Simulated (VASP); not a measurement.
# Pd (Fm-3m) in VASP: further runs, part 2 of 2

VASP 6.6.1. Earlier steps stand in the parts before.

### Step 3. Electric field gradients, PBEsol

File INCAR:

```
PREC = Accurate ; ENCUT = 520
EDIFF = 1E-8 ; ISMEAR = -1
SIGMA = 0.05 ; LREAL = F
LASPH = T ; NELM = 100
ALGO = Normal ; ISIF = 2
LWAVE = F ; LCHARG = F
GGA = PS ; LEFG = T
NBANDS = 11
```

File KPOINTS:

```
Automatic mesh
0
Gamma
  18 18 18
```

File POSCAR:

```
Pd
1.0
    0.0000000000      1.9449000000      1.9449000000
    1.9449000000      0.0000000000      1.9449000000
    1.9449000000      1.9449000000      0.0000000000
Pd
1
Direct
    0.0000000000      0.0000000000      0.0000000000
```

Potentials or basis: VASP PAW PBE potentials, release 64 (Pd).

Launch:

```console
$ cat potpaw_PBE.64/Pd/POTCAR > POTCAR
$ mpirun -np 1 vasp_std > vasp.out
```

OUTCAR:

```text
PREC = Accurate
   ENCUT = 520
   EDIFF = 1E-8
   ISMEAR = -1
   LREAL = F
   LASPH = T
   NELM = 100
   ISIF = 2
   GGA = PS

 ion  position               nearest neighbor table
   1  0.000  0.000  0.000-

  LATTYP: Found a face centered cubic cell.
 ALAT       =     3.8898000000

  Lattice vectors:

 A1 = (   0.0000000000,   1.9449000000,   1.9449000000)
 A2 = (   1.9449000000,   0.0000000000,   1.9449000000)
 A3 = (   1.9449000000,   1.9449000000,   0.0000000000)

Analysis of symmetry for initial positions (statically):
=====================================================================
 Subroutine PRICEL returns:
 Original cell was already a primitive cell.

 Routine SETGRP: Setting up the symmetry group for a
 face centered cubic supercell.

 Subroutine GETGRP returns: Found 48 space group operations
[... 515 lines left out ...]
  external PRESSURE =     -25.3931802 kB  Pullay stress =       0.0000000 kB

 VOLUME and BASIS-vectors are now :
 -----------------------------------------------------------------------------
  energy-cutoff  :      520.00
  volume of cell :       14.71
      direct lattice vectors                 reciprocal lattice vectors
     0.000000000  1.944900000  1.944900000    -0.257082626  0.257082626  0.257082626
     1.944900000  0.000000000  1.944900000     0.257082626 -0.257082626  0.257082626
     1.944900000  1.944900000  0.000000000     0.257082626  0.257082626 -0.257082626

 POSITION                                       TOTAL-FORCE (eV/Angst)
 -----------------------------------------------------------------------------------
      0.00000      0.00000      0.00000         0.000000      0.000000      0.000000
 -----------------------------------------------------------------------------------
    total drift:                                0.000000     -0.000000     -0.000000

  FREE ENERGIE OF THE ION-ELECTRON SYSTEM (eV)
  ---------------------------------------------------
  free  energy   TOTEN  =        -5.9716446888 eV

  energy  without entropy=       -5.9535338897  energy(sigma->0) =       -5.96258929

 Electric field gradients (V/A^2)
---------------------------------------------------------------------
 ion       V_xx      V_yy      V_zz      V_xy      V_xz      V_yz
---------------------------------------------------------------------
   1      -0.000    -0.000     0.000    -0.000    -0.000    -0.000
---------------------------------------------------------------------

 Electric field gradients after diagonalization (V/A^2)
 (convention: |V_zz| > |V_xx| > |V_yy|)
----------------------------------------------------------------------
 ion       V_xx      V_yy      V_zz     asymmetry (V_yy - V_xx)/ V_zz
----------------------------------------------------------------------
   1       0.000     0.000    -0.000       0.000
----------------------------------------------------------------------

           NMR quadrupolar parameters

 Cq : quadrupolar parameter    Cq=e*Q*V_zz/h
 eta: asymmetry parameters     (V_yy - V_xx)/ V_zz
 Q  : nuclear electric quadrupole moment in mb (millibarn)
----------------------------------------------------------------------
 ion       Cq(MHz)       eta       Q (mb)
----------------------------------------------------------------------
   1      -0.000       0.000       1.000
----------------------------------------------------------------------
```

stdout:

```text
POSCAR found type information on POSCAR Pd
 POSCAR found :  1 types and       1 ions
 scaLAPACK will be used
 -----------------------------------------------------------------------------
|                                                                             |
|                                                                             |
|     You enforced a specific xc type in the INCAR file but a different       |
|     I HOPE YOU KNOW WHAT YOU ARE DOING!                                     |
|                                                                             |
 -----------------------------------------------------------------------------

 LDA part: xc-table for (Slater+PW92), standard interpolation
 POSCAR, INCAR and KPOINTS ok, starting setup
 FFT: planning ... GRIDC
 FFT: planning ... GRID_SOFT
 FFT: planning ... GRID
 WAVECAR not read
 entering main loop
ion   1
```

Run time: 21 s. Hardware: 1 thread of Intel Xeon Platinum 8259CL at 2.50GHz (Skylake/Cascade Lake), shared host; peak memory 0.15 GiB.

Results:

- Free energy: -5.9716 eV
- Pressure: -2.5 GPa
- Band gap on the k mesh: zero (band 5 reaches 9.96 eV, above the bottom of band 6 at 8.37 eV)

Caveat: without QUAD_EFG the Cq values of the log hold for a quadrupole moment of 1 mb, not for the nuclei; the PAW data sets were made with another functional, which shifts forces and pressure a little.

### Step 4. Electric field gradients, PBEsol (volume scaled by 0.94)

File INCAR:

```
PREC = Accurate
ENCUT = 520
EDIFF = 1E-8
ISMEAR = -1
SIGMA = 0.05
LREAL = F
LASPH = T
NELM = 80
ALGO = Normal
ISIF = 2
LWAVE = F
LCHARG = F
GGA = PS
LEFG = T
NBANDS = 11
```

File KPOINTS:

```
regular mesh
0
Gamma
  18 18 18
```

File POSCAR:

```
Pd
1.0
    0.0000000000      1.9051970228      1.9051970228
    1.9051970228      0.0000000000      1.9051970228
    1.9051970228      1.9051970228      0.0000000000
Pd
1
Direct
    0.0000000000      0.0000000000      0.0000000000
```

Potentials or basis: VASP PAW PBE potentials, release 64 (Pd).

Launch:

```console
$ cat potpaw_PBE.64/Pd/POTCAR > POTCAR
$ mpirun -np 1 vasp_std > vasp.out
```

OUTCAR:

```text
PREC = Accurate
   ENCUT = 520
   EDIFF = 1E-8
   ISMEAR = -1
   LREAL = F
   LASPH = T
   NELM = 80
   ISIF = 2
   GGA = PS

 ion  position               nearest neighbor table
   1  0.000  0.000  0.000-

  LATTYP: Found a face centered cubic cell.
 ALAT       =     3.8103940456

  Lattice vectors:

 A1 = (   0.0000000000,   1.9051970228,   1.9051970228)
 A2 = (   1.9051970228,   0.0000000000,   1.9051970228)
 A3 = (   1.9051970228,   1.9051970228,   0.0000000000)

Analysis of symmetry for initial positions (statically):
=====================================================================
 Subroutine PRICEL returns:
 Original cell was already a primitive cell.

 Routine SETGRP: Setting up the symmetry group for a
 face centered cubic supercell.

 Subroutine GETGRP returns: Found 48 space group operations
[... 515 lines left out ...]
  external PRESSURE =     114.7426030 kB  Pullay stress =       0.0000000 kB

 VOLUME and BASIS-vectors are now :
 -----------------------------------------------------------------------------
  energy-cutoff  :      520.00
  volume of cell :       13.83
      direct lattice vectors                 reciprocal lattice vectors
     0.000000000  1.905197023  1.905197023    -0.262440049  0.262440049  0.262440049
     1.905197023  0.000000000  1.905197023     0.262440049 -0.262440049  0.262440049
     1.905197023  1.905197023  0.000000000     0.262440049  0.262440049 -0.262440049

 POSITION                                       TOTAL-FORCE (eV/Angst)
 -----------------------------------------------------------------------------------
      0.00000      0.00000      0.00000         0.000000      0.000000      0.000000
 -----------------------------------------------------------------------------------
    total drift:                                0.000000      0.000000      0.000000

  FREE ENERGIE OF THE ION-ELECTRON SYSTEM (eV)
  ---------------------------------------------------
  free  energy   TOTEN  =        -5.9489425115 eV

  energy  without entropy=       -5.9323805706  energy(sigma->0) =       -5.94066154

 Electric field gradients (V/A^2)
---------------------------------------------------------------------
 ion       V_xx      V_yy      V_zz      V_xy      V_xz      V_yz
---------------------------------------------------------------------
   1      -0.000     0.000     0.000     0.001     0.001     0.001
---------------------------------------------------------------------

 Electric field gradients after diagonalization (V/A^2)
 (convention: |V_zz| > |V_xx| > |V_yy|)
----------------------------------------------------------------------
 ion       V_xx      V_yy      V_zz     asymmetry (V_yy - V_xx)/ V_zz
----------------------------------------------------------------------
   1      -0.001    -0.001     0.001       0.000
----------------------------------------------------------------------

           NMR quadrupolar parameters

 Cq : quadrupolar parameter    Cq=e*Q*V_zz/h
 eta: asymmetry parameters     (V_yy - V_xx)/ V_zz
 Q  : nuclear electric quadrupole moment in mb (millibarn)
----------------------------------------------------------------------
 ion       Cq(MHz)       eta       Q (mb)
----------------------------------------------------------------------
   1       0.000       0.000       1.000
----------------------------------------------------------------------
```

Run time: 11 s. Hardware: 1 thread of Intel Xeon 6975P-C (Granite Rapids), shared host; peak memory 0.14 GiB.

What came out:

```
Free energy            : -5.9489 eV
Pressure               : 11.5 GPa
Band gap on the k mesh : zero (band 5 reaches 11.09 eV, above the bottom of band 6 at 9.32 eV)
```

Levels at points of the mesh, in eV from the Fermi level:
```tsv
k point	band 1	band 2	band 3	band 4	band 5	band 6	band 7	band 8	band 9	band 10
(0.00, 0.00, 0.00)	-7.77	-3.17	-3.17	-3.17	-1.36	-1.36	17.12	22.26	22.26	22.26
(0.50, 0.00, 0.00)	-5.88	-3.23	-3.23	-0.02	-0.02	0.76	7.79	16.50	21.62	21.62
(0.50, 0.50, 0.00)	-6.01	-5.69	-0.05	0.33	0.33	3.24	11.40	13.45	13.45	22.42
```

Caveat: without QUAD_EFG the Cq values of the log hold for a quadrupole moment of 1 mb, not for the nuclei; the PAW data sets were made with another functional, which shifts forces and pressure a little.
